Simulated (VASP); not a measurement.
# Hg (R-3m) in VASP: further runs, part 3 of 4

VASP 6.6.1. Earlier steps stand in the parts before.

## 4. Relaxation of cell and atoms, PBE

This run uses another cell than the first one, of 29.34 Å³/atom.

File INCAR:

```
PREC = Accurate
ENCUT = 600
EDIFF = 1E-6
ISMEAR = 0
SIGMA = 0.1
LREAL = F
LASPH = T
NELM = 60
ALGO = Fast
ISIF = 3
LWAVE = F
LCHARG = F
GGA = PE
IBRION = 2
NSW = 100
EDIFFG = -0.005
```

File KPOINTS:

```
regular mesh
0
Gamma
  15 15 15
```

File POSCAR:

```
Hg
1.0
    2.0208721189      1.1667510618      2.0741554266
   -2.0208721189      1.1667510618      2.0741554266
    0.0000000000     -2.3335021236      2.0741554266
Hg
1
Direct
    0.0000000000      0.0000000000      0.0000000000
```

Potentials or basis: VASP PAW PBE potentials, release 64 (Hg).

Started as:

```
cat potpaw_PBE.64/Hg/POTCAR > POTCAR
mpirun -np 1 vasp_std > vasp.out
```

OUTCAR:

```text
PREC = Accurate
   ENCUT = 600
   EDIFF = 1E-6
   ISMEAR = 0
   LREAL = F
   LASPH = T
   NELM = 60
   ISIF = 3
   GGA = PE
   IBRION = 2
   NSW = 100
   EDIFFG = -0.005

 ion  position               nearest neighbor table
   1  0.000  0.000  0.000-

  LATTYP: Found a trigonal (rhomboedric) cell.
 ALAT       =     3.1220750944
 COS(alpha) =     0.1620444720

  Lattice vectors:

 A1 = (   2.0208721189,   1.1667510618,   2.0741554266)
 A2 = (  -2.0208721189,   1.1667510618,   2.0741554266)
 A3 = (   0.0000000000,  -2.3335021236,   2.0741554266)

Analysis of symmetry for initial positions (statically):
=====================================================================
 Subroutine PRICEL returns:
 Original cell was already a primitive cell.

 Routine SETGRP: Setting up the symmetry group for a
 trigonal (rhombohedral) supercell.

 Subroutine GETGRP returns: Found 12 space group operations
 (whereof 12 operations were pure point group operations)
 out of a pool of 12 trial point group operations.

The static configuration has the point symmetry D_3d.

Analysis of symmetry for dynamics (positions and initial velocities):
=====================================================================
 Subroutine PRICEL returns:
 Original cell was already a primitive cell.

 Routine SETGRP: Setting up the symmetry group for a
 trigonal (rhombohedral) supercell.

 Subroutine GETGRP returns: Found 12 space group operations
 (whereof 12 operations were pure point group operations)
 out of a pool of 12 trial point group operations.

The dynamic configuration has the point symmetry D_3d.

 Subroutine INISYM returns: Found 12 space group operations
 (whereof 12 operations are pure point group operations),
 and found     1 'primitive' translations

----------------------------------------------------------------------------------------

                                     Primitive cell

  volume of cell :      29.3433

  direct lattice vectors                    reciprocal lattice vectors
     2.020872119  1.166751062  2.074155427     0.247417932  0.142846810  0.160707982
    -2.020872119  1.166751062  2.074155427    -0.247417932  0.142846810  0.160707982
     0.000000000 -2.333502124  2.074155427     0.000000000 -0.285693619  0.160707982

  length of vectors
     3.122075094  3.122075094  3.122075094     0.327792464  0.327792464  0.327792464

  position of ions in fractional coordinates (direct lattice)
     0.000000000  0.000000000  0.000000000

  ion indices of the primitive-cell ions
   primitive index   ion index
                 1           1

----------------------------------------------------------------------------------------

 KPOINTS: regular mesh

Automatic generation of k-mesh.
 Grid dimensions read from file:
 generate k-points for:   15   15   15

 Generating k-lattice:

  Cartesian coordinates                     Fractional coordinates (reciprocal lattice)
     0.016494529  0.009523121  0.010713865     0.066666667 -0.000000000 -0.000000000
    -0.016494529  0.009523121  0.010713865    -0.000000000  0.066666667 -0.000000000
[... 47 lines left out ...]
   NGXF,Y,Z  is equivalent  to a cutoff of  29.82, 29.82, 29.82 a.u.
 SYSTEM =  unknown system
   PREC   = accura    normal or accurate (medium, high low for compatibility)
   ISTART =      0    job   : 0-new  1-cont  2-samecut
   ICHARG =      2    charge: 1-file 2-atom 10-const
   ISPIN  =      1    spin polarized calculation?
   LNONCOLLINEAR =      F non collinear calculations
   LSORBIT =      F    spin-orbit coupling
   LASPH  =      T    aspherical Exc in radial PAW
   ENCUT  =  600.0 eV  44.10 Ry    6.64 a.u.   6.24  6.24  6.24*2*pi/ulx,y,z
   NELM   =     60;   NELMIN=  2; NELMDL= -5     # of ELM steps
   EDIFF  = 0.1E-05   stopping-criterion for ELM
   LREAL  =      F    real-space projection
   EDIFFG = -.5E-02   stopping-criterion for IOM
   NSW    =    100    number of steps for IOM
   IBRION =      2    ionic relax: 0-MD 1-quasi-New 2-CG
   NFREE  =      1    steps in history (QN), initial steepest desc. (CG)
   ISIF   =      3    stress and relaxation
   ISYM   =      2    0-nonsym 1-usesym 2-fastsym
   POTIM  = 0.5000    time-step for ionic-motion
   TEBEG  =    0.0;   TEEND  =   0.0 temperature during run
   PSTRESS=    0.0 pullay stress
   NELECT =      12.0000    total number of electrons
   NUPDOWN=      -1.0000    fix difference up-down
   EMIN   =  10.00;   EMAX   =-10.00  energy-range for DOS
   EFERMI =   0.00;   METHOD = LEGACY
   ISMEAR =     0;   SIGMA  =   0.10  broadening in eV -4-tet -1-fermi 0-gaus
   EFERMI_NEDOS =   21; number of points for ismear=-14 and -15
   IALGO  =     68    algorithm
   IMIX   =      4    mixing-type and parameters
     AMIX     =   0.40;   BMIX     =  1.00
     AMIX_MAG =   1.60;   BMIX_MAG =  1.00
  volume/ion in A,a.u.               =      29.34       198.02
  Fermi-wavevector in a.u.,A,eV,Ry     =   1.215156  2.296312 20.090420  1.476604
  Thomas-Fermi vector in A             =   2.350552
   LORBIT       =      0    0 simple, 1 ext, 2 COOP (PROOUT), +10 PAW based schemes
   GGA     = PE    functional components
   LHFCALC =     F    Hartree Fock is set to
   AEXX    =    0.0000 exact exchange contribution
   IVDW    =     0    specifies the selected vdW correction
   LEPSILON=     F    determine dielectric tensor
   LRPA    =     F    only Hartree local field effects (RPA)
 conjugate gradient relaxation of ions
 non-spin polarized calculation
 RMM-DIIS sequential band-by-band and
 Gauss-broadening in eV      SIGMA  =   0.10
  energy-cutoff  :      600.00
  volume of cell :       29.34
 maximum number of plane-waves:       992
 NGX is ok and might be reduce to    28
   NGX = 13   NGY = 13   NGZ = 13

--------------------------------------- Ionic step        1  -------------------------------------------

 number of electron      12.0000002 magnetization

 Free energy of the ion-electron system (eV)
  ---------------------------------------------------
  ext. energy  EPLUGINS =         0.00000000
  ---------------------------------------------------
  free energy    TOTEN  =        -0.16660636 eV

  energy without entropy =       -0.16567034  energy(sigma->0) =       -0.16613835

------------------------ aborting loop because EDIFF is reached ----------------------------------------

  FORCE on cell =-STRESS in cart. coord.  units (eV):
  Direction    XX          YY          ZZ          XY          YZ          ZX
  --------------------------------------------------------------------------------------
  -------------------------------------------------------------------------------------
  Total        0.0376567      0.0376567      0.0519476      0.0000000      0.0000000      0.0000000
  in kB        2.0560961      2.0560961      2.8363941      0.0000000      0.0000000      0.0000000
  external PRESSURE =       2.3161954 kB  Pullay stress =       0.0000000 kB
[... 127 lines left out ...]
--------------------------------------- Ionic step        5  -------------------------------------------

 number of electron      12.0000002 magnetization

 Free energy of the ion-electron system (eV)
  ---------------------------------------------------
  ext. energy  EPLUGINS =         0.00000000
  ---------------------------------------------------
  free energy    TOTEN  =        -0.16683207 eV

  energy without entropy =       -0.16569928  energy(sigma->0) =       -0.16626567

 E-fermi :   1.2217     XC(G=0):  -9.5304

 val. band max:        1.1761447663   @ k =  -0.4667   0.2000   0.1333
 cond. band min:       1.2225517948   @ k =  -0.4667   0.4667   0.2000
 fundamental gap:      0.0464070285
 Fermi energy:         1.2217217368

 k-point     1 :       0.0000    0.0000    0.0000
  band No.  band energies     occupation
      1      -6.3881      2.00000
      2      -6.1352      2.00000
      3      -6.1352      2.00000
      4      -4.6773      2.00000
      5      -4.6773      2.00000
      6      -4.6355      2.00000
      7      11.0277      0.00000
      8      11.0277      0.00000
      9      11.3514      0.00000
     10      14.3851      0.00000
[... 287 lines left out ...]
 k-point    24 :       0.2000    0.1333   -0.0000
  band No.  band energies     occupation
      1      -6.0900      2.00000
      2      -5.8132      2.00000
      3      -5.3587      2.00000
      4      -4.9399      2.00000
      5      -4.7749      2.00000
      6      -4.7039      2.00000
      7       7.4567      0.00000
      8       9.9611      0.00000
      9      11.7404      0.00000
     10      16.0707      0.00000

 [... further k-points ...]

------------------------ aborting loop because EDIFF is reached ----------------------------------------

  FORCE on cell =-STRESS in cart. coord.  units (eV):
  Direction    XX          YY          ZZ          XY          YZ          ZX
  --------------------------------------------------------------------------------------
  -------------------------------------------------------------------------------------
  Total       -0.0039217     -0.0039217     -0.0023681     -0.0000000     -0.0000000      0.0000000
  in kB       -0.2106110     -0.2106110     -0.1271769     -0.0000000     -0.0000000      0.0000000
  external PRESSURE =      -0.1827996 kB  Pullay stress =       0.0000000 kB
[... 16 lines left out ...]
  FREE ENERGIE OF THE ION-ELECTRON SYSTEM (eV)
  ---------------------------------------------------
  free  energy   TOTEN  =        -0.1668320650 eV

  energy  without entropy=       -0.1656992765  energy(sigma->0) =       -0.16626567

 reached required accuracy - stopping structural energy minimisation
```

OSZICAR:

```text
N       E                     dE             d eps       ncg     rms          rms(c)
DAV:   1     0.762441931608E+02    0.76244E+02   -0.69375E+03  7104   0.125E+03
DAV:   2     0.114188351389E+01   -0.75102E+02   -0.70686E+02  7104   0.255E+02
[... 32 lines left out ...]
   4 F= -.16680652E+00 E0= -.16622928E+00  d E =-.200167E-03
       N       E                     dE             d eps       ncg     rms          rms(c)
DAV:   1    -0.167551836483E+00   -0.74493E-03   -0.14803E-02  7408   0.160E+00    0.192E-01
RMM:   2    -0.166876607140E+00    0.67523E-03   -0.15059E-03  6880   0.487E-01    0.575E-02
RMM:   3    -0.166835448716E+00    0.41158E-04   -0.12986E-04  6880   0.103E-01    0.524E-02
RMM:   4    -0.166831906703E+00    0.35420E-05   -0.80333E-06  6792   0.381E-02    0.331E-03
RMM:   5    -0.166832065021E+00   -0.15832E-06   -0.20009E-06  3969   0.146E-02
   5 F= -.16683207E+00 E0= -.16626567E+00  d E =-.225708E-03
```

CONTCAR:

```text
Hg
   1.00000000000000
     2.0308045205701690    1.1724855365773124    2.0882184889846456
    -2.0308045205701690    1.1724855365773124    2.0882184889846456
     0.0000000000000000   -2.3449710731546247    2.0882184889846456
  Hg
     1
Direct
     0.0000000000000000    0.0000000000000000    0.0000000000000000

  0.00000000E+00  0.00000000E+00  0.00000000E+00
```

It took 2 min on 1 thread of Intel Xeon 6975P-C (Granite Rapids), shared host; peak memory 0.27 GiB.

Results:

| Item | Value |
| --- | --- |
| Free energy | -0.1668 eV |
| Relaxed volume | 29.83 Å³/atom |
| Relaxed cell | a = 3.140 Å, b = 3.140 Å, c = 3.140 Å, α = 80.59°, β = 80.59°, γ = 80.59° |
| Space group after relaxing (to 0.1 Å) | R-3m (No. 166) |
| Energy gained by relaxing | 0.2 meV/atom |
| Ionic steps | 5 |
| Pressure after relaxing | 0.0 GPa |
| Band gap on the k mesh | zero (bands 6 and 7 overlap by 2.86 eV) |

Step by step:
| step | energy change (eV) | largest force (eV/Å) | pressure (GPa) | volume (Å³) |
| --- | --- | --- | --- | --- |
| 1 | 0.0000 | 0.0000 | 0.23 | 29.34 |
| 2 | -0.0002 | 0.0000 | 0.14 | 29.52 |
| 3 | -0.0002 | 0.0000 | 0.03 | 29.82 |
| 4 | -0.0002 | 0.0000 | -0.11 | 29.90 |
| 5 | -0.0002 | 0.0000 | -0.02 | 29.83 |

Final structure:
```
CELL_PARAMETERS angstrom
2.03080 1.17249 2.08822
-2.03080 1.17249 2.08822
0.00000 -2.34497 2.08822
ATOMIC_POSITIONS crystal
Hg 0.00000 0.00000 0.00000
```

Levels at points of the mesh, in eV from the Fermi level:
| k point | band 3 | band 4 | band 5 | band 6 | band 7 | band 8 | band 9 | band 10 |
| --- | --- | --- | --- | --- | --- | --- | --- | --- |
| (0.00, 0.00, 0.00) | -7.36 | -5.90 | -5.90 | -5.86 | 9.81 | 9.81 | 10.13 | 13.16 |

Caveat: spin-orbit coupling is left out, which moves the levels of the heavy elements. PBE usually gives volumes a little too large and moduli too small.

## 5. Relaxation of shape and atoms at fixed volume, PBE (30.22 Å³/atom)

This run uses another cell than the first one, of 30.22 Å³/atom.

File INCAR:

```
SYSTEM = Hg
PREC     = Accurate       ! precision mode
ENCUT    = 600            ! plane-wave cutoff, eV
EDIFF    = 1E-7           ! SCF threshold, eV
ISMEAR   = 0              ! smearing method
SIGMA    = 0.1            ! smearing width, eV
LREAL    = .False.        ! projectors in reciprocal space
LASPH    = .True.         ! aspherical terms in the spheres
NELM     = 60             ! most SCF steps
ALGO     = Fast           ! electronic algorithm
ISIF     = 4              ! what is computed and relaxed
LWAVE    = .False.        ! write WAVECAR
LCHARG   = .False.        ! write CHGCAR
GGA      = PE             ! functional
IBRION   = 2              ! ionic algorithm
NSW      = 50             ! ionic steps
EDIFFG   = -0.01          ! ionic threshold
```

File KPOINTS:

```
regular mesh
0
Gamma
  15 15 15
  0 0 0
```

File POSCAR:

```
Hg
1.0
    2.0408820550      1.1783038039      2.0946929546
   -2.0408820550      1.1783038039      2.0946929546
    0.0000000000     -2.3566076077      2.0946929546
Hg
1
Direct
    0.0000000000      0.0000000000      0.0000000000
```

Started as:

```
cat potpaw_PBE.64/Hg/POTCAR > POTCAR
mpirun -np 1 vasp_std > vasp.out
```

It took 42 s on 1 thread of Intel Xeon 6975P-C (Granite Rapids), shared host; peak memory 0.26 GiB.

The run converged. Its results:

| Quantity | Value |
| --- | --- |
| Free energy | -0.1667 eV |
| Pressure after relaxing | -0.2 GPa |
| Band gap on the k mesh | zero (bands 6 and 7 overlap by 2.80 eV) |

Final structure:
```xyz
1
Lattice="2.0409 1.1783 2.0947 -2.0409 1.1783 2.0947 0.0000 -2.3566 2.0947" Properties=species:S:1:pos:R:3 pbc="T T T"
Hg    0.0000    0.0000    0.0000
```

Levels at points of the mesh, in eV from the Fermi level:
```csv
k point,band 3,band 4,band 5,band 6,band 7,band 8,band 9,band 10
"(0.00, 0.00, 0.00)",-7.31,-5.89,-5.89,-5.84,9.73,9.73,10.07,13.04
```

Caveat: spin-orbit coupling is left out, which moves the levels of the heavy elements.

(Continued in part 4 of 4.)

The gap in the log of VASP goes by the Fermi energy; the results here count the filled bands.